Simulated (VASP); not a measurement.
# SiC (F-43m) in VASP: single point with r2SCAN

Aim: the single point of SiC with r2SCAN.

Everything below comes from runs of VASP 6.6.1. Logs are shortened: lines on timing, memory, paths and dates and some standing lists are left out, and cuts for length are marked.

**1. The cell of the first run**

Symmetry: F-43m, No. 216, cubic system. The conventional cell has a = 4.357 Å, b = 4.357 Å, c = 4.357 Å, α = 90.00°, β = 90.00°, γ = 90.00°. Within 2.5 Å of Si (site symmetry -43m) lie 4 C at 1.89 Å. Within 2.5 Å of C (site symmetry -43m) lie 4 Si at 1.89 Å.

**2. Single point, r2SCAN**

The input, POSCAR:

```
SiC
1.0
    0.0000000000      2.1783082557      2.1783082557
    2.1783082557      0.0000000000      2.1783082557
    2.1783082557      2.1783082557      0.0000000000
Si C
1 1
Direct
    0.7500000000      0.7500000000      0.7500000000
    0.0000000000      0.0000000000      0.0000000000
```

The input, INCAR.step1:

```
SYSTEM = SiC
  PREC = Accurate
  ENCUT = 660
  ISMEAR = 0
  SIGMA = 0.02
  LREAL = .False.
  LASPH = .True.
  NELM = 120
  NBANDS = 11
  GGA = PE
  ALGO = Normal
  EDIFF = 1E-5
  LWAVE = .True.
  LCHARG = .False.
  GGA_COMPAT = .False.
```

The input, INCAR.step2:

```
SYSTEM = SiC
  PREC = Accurate
  ENCUT = 660
  EDIFF = 1E-6
  ISMEAR = 0
  SIGMA = 0.02
  LREAL = .False.
  LASPH = .True.
  NELM = 120
  ALGO = Normal
  ISIF = 2
  LWAVE = .False.
  LCHARG = .True.
  METAGGA = R2SCAN
  LMIXTAU = .True.
  LELF = .True.
  LVHAR = .True.
  NBANDS = 11
  ISTART = 1
  GGA_COMPAT = .False.
```

The input, KPOINTS:

```
regular mesh
0
Gamma
  10 10 10
  0 0 0
```

Potentials or basis: VASP PAW PBE potentials, release 64 (Si, C).

Launch:

```sh
> cat potpaw_PBE.64/Si/POTCAR potpaw_PBE.64/C/POTCAR > POTCAR
> cp INCAR.step1 INCAR
> mpirun -np 1 vasp_std > vasp.out
> cp INCAR.step2 INCAR
> mpirun -np 1 vasp_std > vasp.out
```

OUTCAR:

```text
SYSTEM = SiC
   PREC = Accurate
   ENCUT = 660
   EDIFF = 1E-6
   ISMEAR = 0
   LREAL = .False.
   LASPH = .True.
   NELM = 120
   ISIF = 2
   METAGGA = R2SCAN
   ISTART = 1

 ion  position               nearest neighbor table
   1  0.750  0.750  0.750-   2 1.89   2 1.89   2 1.89   2 1.89
   2  0.000  0.000  0.000-   1 1.89   1 1.89   1 1.89   1 1.89

  LATTYP: Found a face centered cubic cell.
 ALAT       =     4.3566165114

  Lattice vectors:

 A1 = (   0.0000000000,   2.1783082557,   2.1783082557)
 A2 = (   2.1783082557,   0.0000000000,   2.1783082557)
 A3 = (   2.1783082557,   2.1783082557,   0.0000000000)

Analysis of symmetry for initial positions (statically):
=====================================================================
 Subroutine PRICEL returns:
 Original cell was already a primitive cell.

 Routine SETGRP: Setting up the symmetry group for a
 face centered cubic supercell.

 Subroutine GETGRP returns: Found 24 space group operations
 (whereof 24 operations were pure point group operations)
 out of a pool of 48 trial point group operations.

The static configuration has the point symmetry T_d .

Analysis of symmetry for dynamics (positions and initial velocities):
=====================================================================
 Subroutine PRICEL returns:
 Original cell was already a primitive cell.

 Routine SETGRP: Setting up the symmetry group for a
 face centered cubic supercell.

 Subroutine GETGRP returns: Found 24 space group operations
 (whereof 24 operations were pure point group operations)
 out of a pool of 48 trial point group operations.

The dynamic configuration has the point symmetry T_d .

 Subroutine INISYM returns: Found 24 space group operations
 (whereof 24 operations are pure point group operations),
 and found     1 'primitive' translations

----------------------------------------------------------------------------------------

                                     Primitive cell

  volume of cell :      20.6723

  direct lattice vectors                    reciprocal lattice vectors
     0.000000000  2.178308256  2.178308256    -0.229535925  0.229535925  0.229535925
     2.178308256  0.000000000  2.178308256     0.229535925 -0.229535925  0.229535925
     2.178308256  2.178308256  0.000000000     0.229535925  0.229535925 -0.229535925

  length of vectors
     3.080593078  3.080593078  3.080593078     0.397567884  0.397567884  0.397567884

  position of ions in fractional coordinates (direct lattice)
     0.750000000  0.750000000  0.750000000
     0.000000000  0.000000000  0.000000000

  ion indices of the primitive-cell ions
   primitive index   ion index
                 1           1
                 2           2

----------------------------------------------------------------------------------------

 KPOINTS: regular mesh

Automatic generation of k-mesh.
 Grid dimensions read from file:
 generate k-points for:   10   10   10

 Generating k-lattice:

  Cartesian coordinates                     Fractional coordinates (reciprocal lattice)
    -0.022953592  0.022953592  0.022953592     0.100000000  0.000000000  0.000000000
     0.022953592 -0.022953592  0.022953592     0.000000000  0.100000000  0.000000000
     0.022953592  0.022953592 -0.022953592     0.000000000  0.000000000  0.100000000

  Length of vectors
     0.039756788  0.039756788  0.039756788

  Shift w.r.t. Gamma in fractional coordinates (k-lattice)
     0.000000000  0.000000000  0.000000000

 Subroutine IBZKPT returns following result:
 ===========================================

 Found     47 irreducible k-points:

 Following reciprocal coordinates:
            Coordinates               Weight
  0.000000  0.000000  0.000000      1.000000
  0.100000  0.000000  0.000000      8.000000
  0.200000  0.000000  0.000000      8.000000
  0.300000  0.000000  0.000000      8.000000
  0.400000  0.000000  0.000000      8.000000
  0.500000  0.000000  0.000000      4.000000
[... 16 lines left out ...]
  0.300000  0.300000  0.000000      6.000000
  0.400000  0.300000  0.000000     24.000000
 [... further k-points ...]
   k-points           NKPTS =     47   k-points in BZ     NKDIM =     47   number of bands    NBANDS=     11
   number of dos      NEDOS =    301   number of ions     NIONS =      2
   total plane-waves  NPLWV =  21952
   dimension x,y,z NGX =    28 NGY =   28 NGZ =   28
   dimension x,y,z NGXF=    56 NGYF=   56 NGZF=   56
   ions per type =               1   1
   NGX,Y,Z   is equivalent  to a cutoff of  15.11, 15.11, 15.11 a.u.
   NGXF,Y,Z  is equivalent  to a cutoff of  30.22, 30.22, 30.22 a.u.
 SYSTEM =  SiC
   PREC   = accura    normal or accurate (medium, high low for compatibility)
   ISTART =      1    job   : 0-new  1-cont  2-samecut
   ICHARG =      0    charge: 1-file 2-atom 10-const
   ISPIN  =      1    spin polarized calculation?
   LNONCOLLINEAR =      F non collinear calculations
   LSORBIT =      F    spin-orbit coupling
   LASPH  =      T    aspherical Exc in radial PAW
   ENCUT  =  660.0 eV  48.51 Ry    6.96 a.u.   6.45  6.45  6.45*2*pi/ulx,y,z
   NELM   =    120;   NELMIN=  2; NELMDL=  0     # of ELM steps
   EDIFF  = 0.1E-05   stopping-criterion for ELM
   LREAL  =      F    real-space projection
   EDIFFG = 0.1E-04   stopping-criterion for IOM
   NSW    =      0    number of steps for IOM
   IBRION =     -1    ionic relax: 0-MD 1-quasi-New 2-CG
   NFREE  =      0    steps in history (QN), initial steepest desc. (CG)
   ISIF   =      2    stress and relaxation
   ISYM   =      2    0-nonsym 1-usesym 2-fastsym
   POTIM  = 0.5000    time-step for ionic-motion
   TEBEG  =    0.0;   TEEND  =   0.0 temperature during run
   PSTRESS=    0.0 pullay stress
   NELECT =       8.0000    total number of electrons
   NUPDOWN=      -1.0000    fix difference up-down
   EMIN   =  10.00;   EMAX   =-10.00  energy-range for DOS
   EFERMI =   0.00;   METHOD = LEGACY
   ISMEAR =     0;   SIGMA  =   0.02  broadening in eV -4-tet -1-fermi 0-gaus
   EFERMI_NEDOS =   21; number of points for ismear=-14 and -15
   IALGO  =     38    algorithm
   IMIX   =      4    mixing-type and parameters
     AMIX     =   0.40;   BMIX     =  1.00
     AMIX_MAG =   1.60;   BMIX_MAG =  1.00
  volume/ion in A,a.u.               =      10.34        69.75
  Fermi-wavevector in a.u.,A,eV,Ry     =   1.193005  2.254452 19.364631  1.423260
  Thomas-Fermi vector in A             =   2.329029
   LORBIT       =      0    0 simple, 1 ext, 2 COOP (PROOUT), +10 PAW based schemes
   METAGGA = R2SCAN    functional components
   LHFCALC =     F    Hartree Fock is set to
   AEXX    =    0.0000 exact exchange contribution
   IVDW    =     0    specifies the selected vdW correction
   LEPSILON=     F    determine dielectric tensor
   LRPA    =     F    only Hartree local field effects (RPA)
 non-spin polarized calculation
 Gauss-broadening in eV      SIGMA  =   0.02
  energy-cutoff  :      660.00
  volume of cell :       20.67
 maximum number of plane-waves:       821
 NGX is ok and might be reduce to    28
   NGX = 13   NGY = 13   NGZ = 13

 number of electron       8.0000000 magnetization

 Free energy of the ion-electron system (eV)
  ---------------------------------------------------
  ext. energy  EPLUGINS =         0.00000000
  ---------------------------------------------------
  free energy    TOTEN  =       -19.33151001 eV

  energy without entropy =      -19.33151001  energy(sigma->0) =      -19.33151001

 E-fermi :   8.0918     XC(G=0): -11.9383

 val. band max:        7.9908349518   @ k =   0.0000   0.0000   0.0000
 cond. band min:       9.7172828652   @ k =   0.5000   0.5000   0.0000
 fundamental gap:      1.7264479134
 Fermi energy:         8.0917733130

 k-point     1 :       0.0000    0.0000    0.0000
  band No.  band energies     occupation
      1      -8.1949      2.00000
      2       7.9908      2.00000
      3       7.9908      2.00000
      4       7.9908      2.00000
      5      14.8377      0.00000
      6      15.8493      0.00000
      7      15.8493      0.00000
      8      15.8493      0.00000
      9      23.2075      0.00000
     10      23.2075      0.00000
     11      25.7713      0.00000

 k-point     2 :       0.1000    0.0000    0.0000
  band No.  band energies     occupation
      1      -7.9923      2.00000
      2       6.9423      2.00000
      3       7.8511      2.00000
      4       7.8511      2.00000
      5      15.0897      0.00000
      6      16.1082      0.00000
      7      16.1082      0.00000
      8      16.1942      0.00000
      9      22.2708      0.00000
     10      22.2708      0.00000
     11      25.3922      0.00000

 k-point     3 :       0.2000    0.0000    0.0000
  band No.  band energies     occupation
      1      -7.3947      2.00000
      2       4.7326      2.00000
      3       7.5293      2.00000
      4       7.5293      2.00000
      5      14.7789      0.00000
      6      16.4883      0.00000
      7      16.4883      0.00000
      8      17.5408      0.00000
      9      21.6071      0.00000
     10      21.6071      0.00000
     11      24.4428      0.00000

 k-point     4 :       0.3000    0.0000    0.0000
  band No.  band energies     occupation
      1      -6.4430      2.00000
      2       2.3273      2.00000
      3       7.1965      2.00000
      4       7.1965      2.00000
      5      14.3633      0.00000
      6      16.3322      0.00000
      7      16.3322      0.00000
      8      18.6165      0.00000
      9      22.5114      0.00000
     10      22.5114      0.00000
     11      24.1904      0.00000

 k-point     5 :       0.4000    0.0000    0.0000
  band No.  band energies     occupation
      1      -5.2819      2.00000
      2       0.2124      2.00000
      3       6.9654      2.00000
      4       6.9654      2.00000
      5      14.0871      0.00000
      6      15.9268      0.00000
      7      15.9268      0.00000
      8      18.9406      0.00000
      9      24.5951      0.00000
     10      24.5951      0.00000
     11      24.8748      0.00000
[... 211 lines left out ...]
 k-point    21 :      -0.3000    0.2000    0.0000
  band No.  band energies     occupation
      1      -5.0442      2.00000
      2       1.3192      2.00000
      3       4.0463      2.00000
      4       6.7636      2.00000
      5      14.1314      0.00000
      6      16.9367      0.00000
      7      17.3774      0.00000
      8      19.1246      0.00000
      9      21.4793      0.00000
     10      24.5396      0.00000
     11      28.2208      0.00000

 k-point    22 :      -0.2000    0.2000    0.0000
  band No.  band energies     occupation
      1      -6.1231      2.00000
      2       2.9746      2.00000
      3       4.6665      2.00000
      4       7.3103      2.00000
      5      15.1488      0.00000
      6      16.6718      0.00000
      7      16.9876      0.00000
      8      17.9025      0.00000
      9      20.1887      0.00000
     10      24.4926      0.00000
     11      28.2538      0.00000

 k-point    23 :       0.3000    0.3000    0.0000
  band No.  band energies     occupation
      1      -5.8466      2.00000
      2       3.4230      2.00000
      3       5.5197      2.00000
      4       5.5197      2.00000
      5      11.6117      0.00000
      6      14.1426      0.00000
      7      20.3888      0.00000
      8      20.3888      0.00000
      9      21.3646      0.00000
     10      25.9632      0.00000
     11      30.9167      0.00000

 k-point    24 :       0.4000    0.3000    0.0000
  band No.  band energies     occupation
      1      -4.9584      2.00000
      2       2.1549      2.00000
      3       4.7182      2.00000
      4       5.2441      2.00000
      5      11.2907      0.00000
      6      14.1580      0.00000
      7      20.5011      0.00000
      8      20.8047      0.00000
      9      22.8454      0.00000
     10      27.0875      0.00000
     11      30.5020      0.00000

 [... further k-points ...]
[... 5 lines left out ...]
  --------------------------------------------------------------------------------------
  -------------------------------------------------------------------------------------
  Total       -0.0561830     -0.0561830     -0.0561830      0.0000000      0.0000000      0.0000000
  in kB       -4.3543922     -4.3543922     -4.3543922      0.0000000      0.0000000      0.0000000
  external PRESSURE =      -4.3543922 kB  Pullay stress =       0.0000000 kB

 VOLUME and BASIS-vectors are now :
 -----------------------------------------------------------------------------
  energy-cutoff  :      660.00
  volume of cell :       20.67
      direct lattice vectors                 reciprocal lattice vectors
     0.000000000  2.178308256  2.178308256    -0.229535925  0.229535925  0.229535925
     2.178308256  0.000000000  2.178308256     0.229535925 -0.229535925  0.229535925
     2.178308256  2.178308256  0.000000000     0.229535925  0.229535925 -0.229535925

 POSITION                                       TOTAL-FORCE (eV/Angst)
 -----------------------------------------------------------------------------------
      3.26746      3.26746      3.26746         0.000000      0.000000      0.000000
      0.00000      0.00000      0.00000        -0.000000     -0.000000     -0.000000
 -----------------------------------------------------------------------------------
    total drift:                               -0.000000     -0.000000     -0.000000

  FREE ENERGIE OF THE ION-ELECTRON SYSTEM (eV)
  ---------------------------------------------------
  free  energy   TOTEN  =       -19.3315100135 eV

  energy  without entropy=      -19.3315100135  energy(sigma->0) =      -19.33151001
```

Wall time 65 s (1 thread of AMD EPYC 7R43 (Zen 3), shared host); peak memory 0.12 GiB.

Results:

```yaml
Free_energy: -19.3315 eV
Pressure: -0.4 GPa
Band_gap_on_the_k_mesh: 1.73 eV (least direct gap 5.06 eV)
```

Caveat: the PAW data sets were made with another functional, which shifts forces and pressure a little. A k mesh can miss the band edges.
